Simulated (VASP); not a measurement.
Set up this calculation in VASP 6.6.1, as the native input.

```
Task                   : relaxation of cell and atoms
Functional             : PBEsol
Potentials or basis    : VASP PAW PBE potentials, release 64 (Sc_sv, Al)
Cutoff                 : 600 eV
k mesh                 : 8 × 8 × 8
Occupations            : gaussian, width 0.1 eV
Spin                   : no spin polarisation
Target pressure        : 4 GPa
Dipole correction      : no
Further INCAR settings : ALGO = Normal; EDIFF = 1e-06; IBRION = 2; EDIFFG = -0.008; NSW = 70; ISIF = 3
```

The structure of ScAl2 lies in POSCAR:

```
ScAl2
1.0
    0.0000000000      3.7127924600      3.7127924600
    3.7127924600      0.0000000000      3.7127924600
    3.7127924600      3.7127924600      0.0000000000
Sc Al
2 4
Direct
    0.5000000000      0.5000000000      0.5000000000
    0.7500000000      0.7500000000      0.7500000000
    0.1250000000      0.1250000000      0.1250000000
    0.6250000000      0.1250000000      0.1250000000
    0.1250000000      0.6250000000      0.1250000000
    0.1250000000      0.1250000000      0.6250000000
```

These files were run (other wordings do the same):

INCAR

```
SYSTEM = ScAl2
PREC = Accurate
ENCUT = 600
EDIFF = 1E-6
ISMEAR = 0
SIGMA = 0.1
LREAL = .FALSE.
LASPH = .TRUE.
NELM = 100
ALGO = Normal
ISIF = 3
LWAVE = .FALSE.
LCHARG = .FALSE.
GGA = PS
IBRION = 2
NSW = 70
EDIFFG = -0.008
PSTRESS = 40.0
```

KPOINTS

```
regular mesh
0
G
  8 8 8
  0 0 0
```

Potentials or basis: VASP PAW PBE potentials, release 64 (Sc_sv, Al).

Run with:

```console
$ cat potpaw_PBE.64/Sc_sv/POTCAR potpaw_PBE.64/Al/POTCAR > POTCAR
$ mpirun -np 1 vasp_std > vasp.out
```

Results of the run:

```json
{
  "Relaxed volume": "17.10 Å³/atom",
  "Relaxed cell": "a = 5.254 Å, b = 5.254 Å, c = 5.254 Å, α = 60.00°, β = 60.00°, γ = 60.00°",
  "Space group after relaxing (to 0.1 Å)": "Fd-3m (No. 227)",
  "Energy change on relaxing (the run minimises the enthalpy)": "-1.0 meV/atom",
  "Ionic steps": "3",
  "Pressure after relaxing": "4.0 GPa",
  "Band gap on the k mesh": "zero (bands 17 and 18 overlap by 2.47 eV)"
}
```

Caveat: the cell is relaxed towards a set pressure, so the run minimises the enthalpy, not the energy; the PAW data sets were made with another functional, which shifts forces and pressure a little.

It took 3.8 min on 1 thread of Intel(R) Xeon(R) Platinum 8259CL CPU @ 2.50GHz (Skylake/Cascade Lake), with other jobs on the host, peak memory 0.3 GiB.
